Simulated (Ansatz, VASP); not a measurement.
# SnSe in VASP and in Ansatz

```
Sn Se
1.0
     0.00000    3.01000    3.01000
     3.01000    0.00000    3.01000
     3.01000    3.01000    0.00000
Sn Se
1 1
Direct
  0.00000 0.00000 0.00000
  0.50000 0.50000 0.50000
```

Alike in both runs: functional r2SCAN; k mesh 6 × 6 × 6; occupations fermi-dirac, width 0.05 eV; non-collinear spin, spin-orbit coupling.

|  | VASP | Ansatz |
| --- | --- | --- |
| version | VASP 6.6.1 | Ansatz 0.2.0 |
| potentials or method | VASP PAW PBE potentials, release 64 (Sn_d, Se) | Ansatz PAW |
| plane-wave cutoff (eV) | 520 | 500 |
| valence electrons in the cell | 20 | 30 |
| task | single point | band structure |

```csv
,VASP,Ansatz,Ansatz less VASP
pressure (GPa),-0.4,-0.5,-0.03
```

VASP's potentials were made for PBE, not for r2SCAN. The functional is the same, so the differences come from potentials, cutoffs and numerics. VASP's potentials hold 20 valence electrons a cell and Ansatz's 30, so a difference there can come from the potentials and not from the codes.

Noted on Ansatz's run: the k mesh misses the band edges, so the gap on the mesh is wider than the one along the path.
